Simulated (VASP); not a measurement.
## O: single point with PBEsol

The system is O.

```
O
1.0
     1.45182    0.83821    3.40830
    -1.45182    0.83821    3.40830
     0.00000   -1.67641    3.40830
O
2
Cartesian
  0.0000 0.0000 0.5900
  0.0000 0.0000 9.6349
```

This cell differs from its parent crystal: equal xx and yy strain of +2 %.

| Quantity | Value |
| --- | --- |
| Program | VASP 6.6.1 |
| Task | single point |
| Functional | PBEsol |
| Potentials or basis | VASP PAW PBE potentials, release 64 (O) |
| Cutoff | 520 eV |
| k mesh | 10 × 10 × 10 |
| Occupations | fermi-dirac, width 0.02 eV |
| Spin | no spin polarisation |

| Item | Value |
| --- | --- |
| Pressure | 5.6 GPa |
| Largest force | 3.968 eV/Å |
| Band gap on the k mesh | zero (band 6 reaches 0.89 eV, above the bottom of band 7 at -0.28 eV) |

Forces in eV/Å, atoms in the order of the input:
```
O    0.000  0.000  3.968
O    0.000  0.000 -3.968
```

Stress tensor (GPa, compression positive):
```
-8.53  0.00  0.00
 0.00 -8.53  0.00
 0.00  0.00 33.72
```

Levels at points of the mesh, in eV from the Fermi level:
| k point | band 4 | band 5 | band 6 | band 7 | band 8 | band 9 |
| --- | --- | --- | --- | --- | --- | --- |
| (0.00, 0.00, 0.00) | -6.70 | -6.70 | 0.50 | 0.50 | 7.79 | 11.62 |
| (0.50, 0.00, 0.00) | -7.88 | -7.04 | -0.63 | 0.04 | 10.38 | 12.22 |
| (0.50, 0.50, 0.00) | -7.27 | -7.25 | -1.25 | 0.59 | 9.99 | 11.30 |
| (0.50, 0.50, 0.50) | -6.80 | -6.80 | 0.75 | 0.75 | 7.88 | 8.13 |

Run time: 33 s on 1 thread of AMD EPYC 7R13 Processor (Zen 3), on a shared host, peak memory 0.13 GiB.

Caveat: the cell differs from its parent crystal (equal xx and yy strain of +2 %); the standard files for N, O and F lose accuracy on very short bonds; spin is off for a triplet molecule; the PAW data sets were made with another functional, which shifts forces and pressure a little.
